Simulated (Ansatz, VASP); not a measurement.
## Sc2Cd: VASP beside Ansatz

```
Sc Cd
1.0
     0.00000    4.17345    4.17345
     4.17345    0.00000    4.17345
     4.17345    4.17345    0.00000
Sc Cd
4 2
Direct
  0.62500 0.62500 0.62500
  0.12500 0.62500 0.62500
  0.62500 0.62500 0.12500
  0.62500 0.12500 0.62500
  0.00000 0.00000 0.00000
  0.25000 0.25000 0.25000
```

Alike in both runs: functional PBE; k mesh 4 × 4 × 4; occupations gaussian, width 0.1 eV; no spin polarisation.

Ansatz relaxed the structure, and its values are those at the end. VASP's run is a single point on that final structure, the one shown.

|  | VASP | Ansatz |
| --- | --- | --- |
| version | VASP 6.6.1 | Ansatz 0.2.0 |
| potentials or method | VASP PAW PBE potentials, release 64 (Sc_sv, Cd), cutoff 520 eV | scalar-relativistic, plane waves, PAW |
| valence electrons in the cell | 68 | 84 |

VASP gave:

```
gap on the k mesh at the Fermi level (eV) : none
pressure (GPa)                            : -0.3
```

Problem. Estimate Ansatz's values.

Solution. gap on the k mesh at the Fermi level (eV): none; pressure (GPa): -0.4.

A gap of «none» marks a metal or a gap that the smearing closes. VASP's potentials hold 68 valence electrons a cell and Ansatz's 84, so a difference there can come from the potentials and not from the codes.
